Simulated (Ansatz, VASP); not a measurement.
Two plane-wave programs on SnO

```
Sn O
1.0
     3.33823    0.00000    0.00000
     0.00000    5.64573    0.00000
     0.00000    0.00000    4.22197
Sn O
2 2
Direct
  0.00000 0.23191 0.51314
  0.50000 0.76809 0.01314
  0.00000 0.89125 0.73686
  0.50000 0.10875 0.23686
```

Change from the starting cell: strain -0.0050 x Voigt [1, 1, 0, 0, 0, 0], atoms carried along.

Alike in both runs: task single point; functional PBEsol; dispersion D3(BJ); k mesh 8 × 6 × 6; occupations gaussian, width 0.05 eV; no spin polarisation.

```csv
,VASP,Ansatz
version,VASP 6.6.1,Ansatz 0.2.0
potentials or method,"VASP PAW PBE potentials, release 64 (Sn_d, O), cutoff 520 eV","scalar-relativistic, plane waves, PAW"
valence electrons in the cell,40,40
```

Ansatz gave:

* gap on the k mesh at the Fermi level (eV): 1.33
* least direct gap on the mesh (eV): 1.95
* pressure (GPa): -3.9
* traceless stress, the component that is largest in VASP (GPa): -0.56
* rms of the force components (eV/Å): 0.126

Problem. Which values does VASP return?

Solution. gap on the k mesh at the Fermi level (eV): 1.32; least direct gap on the mesh (eV): 1.94; pressure (GPa): -3.6; traceless stress, the component that is largest in VASP (GPa): -0.52; rms of the force components (eV/Å): 0.095.

VASP's potentials were made for PBE, not for PBEsol. Atom by atom the forces differ by 0.034 eV/Å (rms over components).
